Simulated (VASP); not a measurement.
Runs of VASP 6.6.1 on SnO2. The structure is that of space group R-3m (No. 166), or close to it. The cells are those of the table. 

```csv
cell,gap on the mesh (eV),pressure (GPa),largest force (eV/Å)
"a = 4.993 Å, angles 36.5°, 3 atoms",2.74,21.7,1.68
"a = 5.005 Å, angles 37.0°, 3 atoms",2.35,12.9,1.18
"a = 4.860 Å, angles 36.8°, 3 atoms",3.19,37.5,2.75
"a = 5.116 Å, angles 35.6°, 3 atoms",2.71,17.8,1.25
"a = 4.895 Å, angles 38.6°, 3 atoms",1.99,8.5,1.13
"a = 5.105 Å, angles 35.0°, 3 atoms",3.11,(b),(a)
"a = 5.228 Å, angles 34.2°, 3 atoms",3.06,23.2,1.32
"a = 4.871 Å, angles 37.4°, 3 atoms",2.78,26.1,2.12
"a = 4.883 Å, angles 38.0°, 3 atoms",2.37,16.5,1.59
"a = 5.662 Å, angles 34.9°, 3 atoms",1.27,-14.8,(c)
"a = 4.982 Å, angles 35.9°, 3 atoms",3.15,32.3,2.26
```

Alike in all rows: task single point; level PBE; potentials or basis VASP PAW PBE potentials, release 64 (Sn_d, O); no spin polarisation; k mesh 12 × 12 × 12; cutoff (eV) 520; smearing gaussian 0.05 eV.

**Question.** Estimate the missing entries.

**Answer.** (a) 1.79; (b) 27.5; (c) 1.44.

Caveats: spin-orbit coupling is left out, which moves the levels of the heavy elements; forces of over 1 eV/Å act on the atoms, so gaps and moduli don't describe the material at rest.

A k mesh can miss the band edges, and the runs leave out spin-orbit coupling on Sn.
